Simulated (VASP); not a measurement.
Set up this calculation in VASP 6.6.1, as the native input.

```
Task                   : single point
Functional             : PBEsol
Potentials or basis    : VASP PAW PBE potentials, release 64 (In_d)
Cutoff                 : 520 eV
k mesh                 : 16 × 16 × 16
Occupations            : fermi-dirac, width 0.1 eV
Spin                   : no spin polarisation
Dipole correction      : no
Further INCAR settings : ALGO = Normal; EDIFF = 1e-07; NBANDS = 12
```

The structure of In lies in POSCAR:

```
In
1.0
   -1.7641912350      1.7641912350      1.7641912350
    1.7641912350     -1.7641912350      1.7641912350
    1.7641912350      1.7641912350     -1.7641912350
In
1
Direct
    0.0000000000      0.0000000000      0.0000000000
```

This cell differs from its parent crystal: volume scaled by 0.85.

One way to write it, as run:

INCAR

```
SYSTEM = In
  PREC = Accurate
  ENCUT = 520
  EDIFF = 1E-7
  ISMEAR = -1
  SIGMA = 0.1
  LREAL = .FALSE.
  LASPH = .TRUE.
  NELM = 60
  ALGO = Normal
  ISIF = 2
  LWAVE = .FALSE.
  LCHARG = .FALSE.
  GGA = PS
  NBANDS = 12
```

KPOINTS

```
regular mesh
0
G
  16 16 16
  0 0 0
```

Potentials or basis: VASP PAW PBE potentials, release 64 (In_d).

The run is started by

```bash
$ cat potpaw_PBE.64/In_d/POTCAR > POTCAR
$ mpirun -np 1 vasp_std > vasp.out
```

It gave:

* Pressure: 10.8 GPa

Caveat: the PAW data sets were made with another functional, which shifts forces and pressure a little.

Wall time 20 s on 1 thread of Intel(R) Xeon(R) Platinum 8259CL CPU @ 2.50GHz (Skylake/Cascade Lake) (shared host), peak memory 0.16 GiB.
